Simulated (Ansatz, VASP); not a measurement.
# One calculation of TiO2, two programs

The input INCAR:

```
ALGO = Normal ; EDIFF = 1E-8
ENCUT = 520 ; ISIF = 2
ISMEAR = -1 ; LASPH = True
LCHARG = False ; LEFG = True
LREAL = False ; LWAVE = False
NBANDS = 33 ; NELM = 100
PREC = Accurate ; SIGMA = 0.05
```

The input KPOINTS:

```
k-points
0
Gamma
  7 7 10
```

The input POSCAR:

```
TiO2
1.0
    4.6544543012      0.0000000000      0.0000000000
    0.0000000000      4.6544543012      0.0000000000
    0.0000000000      0.0000000000      2.9979386759
Ti O
2 4
Direct
    0.0000000000      0.0000000000      0.0000000000
    0.5000000000      0.5000000000      0.5000000000
    0.3060000000      0.3060000000      0.0000000000
    0.1940000000      0.8060000000      0.5000000000
    0.6940000000      0.6940000000      0.0000000000
    0.8060000000      0.1940000000      0.5000000000
```

Input for Ansatz:

```yaml
crystal:
  lattice:
    - [4.6544543012, 0.0, 0.0]
    - [0.0, 4.6544543012, 0.0]
    - [0.0, 0.0, 2.9979386759]
  atoms:
    - { symbol: Ti, position: [0.0, 0.0, 0.0] }
    - { symbol: Ti, position: [0.5, 0.5, 0.5] }
    - { symbol: O, position: [0.306, 0.306, 0.0] }
    - { symbol: O, position: [0.194, 0.806, 0.5] }
    - { symbol: O, position: [0.694, 0.694, 0.0] }
    - { symbol: O, position: [0.806, 0.194, 0.5] }
kpoints:
  mp_grid: { grid: [7, 7, 10] }
scf:
  occupations: { method: fermi_dirac, width: 0.05 }
hamiltonian:
  xc: lda
  pseudopotentials: { kind: all_electron, datasets: crystal }
output:
  forces: true
  stress: true
  eigenvalues: true
  efg: { contact_densities: true }
```

Change from the starting cell: volume scaled by 1.04, crystal datasets.

Alike in both runs: task electric field gradients; functional LDA; k mesh 7 × 7 × 10; occupations fermi-dirac, width 0.05 eV; no spin polarisation.

```csv
,VASP,Ansatz
version,VASP 6.6.1,Ansatz 0.2.0
potentials or method,"VASP PAW LDA potentials, release 64 (Ti_sv, O), cutoff 520 eV","all-electron PAW with datasets made for the crystal, scalar-relativistic"
```

|  | VASP | Ansatz | Ansatz less VASP |
| --- | --- | --- | --- |
| pressure (GPa) | -15.1 | -15.9 | -0.85 |
| traceless stress, the component that is largest in VASP (GPa) | -3.43 | -3.69 | -0.259 |
| rms of the force components (eV/Å) | 0.034 | 0.049 | +0.0147 |
| size of Vzz on the site where it differs most (V/Å²) | 23.9 | 22.8 | -1.11 |

LDA's correlation is that of Perdew and Zunger in VASP and of Perdew and Wang (1992) in Ansatz. Atom by atom the forces differ by 0.015 eV/Å (rms over components). Ansatz ran all-electron here, and VASP with PAW potentials.
